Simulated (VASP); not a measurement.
**GeIrPt6: single point with PBE**

The system is GeIrPt6.

```
CELL_PARAMETERS angstrom
5.05636 0.00000 0.00000
0.00000 5.05636 0.00000
0.00000 0.00000 5.05636
ATOMIC_POSITIONS crystal
Ge 0.50000 0.50000 0.50000
Ir 0.00000 0.00000 0.00000
Pt 0.00000 0.50000 0.75048
Pt 0.50000 0.24952 0.00000
Pt 0.75048 0.00000 0.50000
Pt 0.00000 0.50000 0.24952
Pt 0.50000 0.75048 0.00000
Pt 0.24952 0.00000 0.50000
```

```json
{"Program": "VASP 6.6.1", "Task": "single point", "Functional": "PBE", "Potentials or basis": "VASP PAW PBE potentials, release 64 (Ge_d, Ir, Pt)", "Cutoff": "500 eV", "k mesh": "3 × 3 × 3", "Occupations": "gaussian, width 0.2 eV", "Spin": "no spin polarisation"}
```

| Quantity | Value |
| --- | --- |
| Pressure | -0.9 GPa |
| Largest force | 0.036 eV/Å |

Forces in eV/Å, atoms in the order of the input:
```
Ge   0.000  0.000  0.000
Ir   0.000  0.000  0.000
Pt   0.000  0.000  0.036
Pt   0.000 -0.036  0.000
Pt   0.036  0.000  0.000
Pt   0.000  0.000 -0.036
Pt   0.000  0.036  0.000
Pt  -0.036  0.000  0.000
```

Levels at points of the mesh, in eV from the Fermi level:
| k point | band 38 | band 39 | band 40 | band 41 | band 42 | band 43 | band 44 | band 45 |
| --- | --- | --- | --- | --- | --- | --- | --- | --- |
| (0.00, 0.00, 0.00) | -0.51 | -0.05 | 0.04 | 0.04 | 0.04 | 1.63 | 1.63 | 1.63 |

Run time: 52 s on 1 thread of AMD EPYC 7R43 64-Core Processor (Zen 3) (shared host), peak memory 0.21 GiB.

Caveat: the k points lie up to 0.41 Å⁻¹ apart; spin-orbit coupling is left out, which moves the levels of the heavy elements.
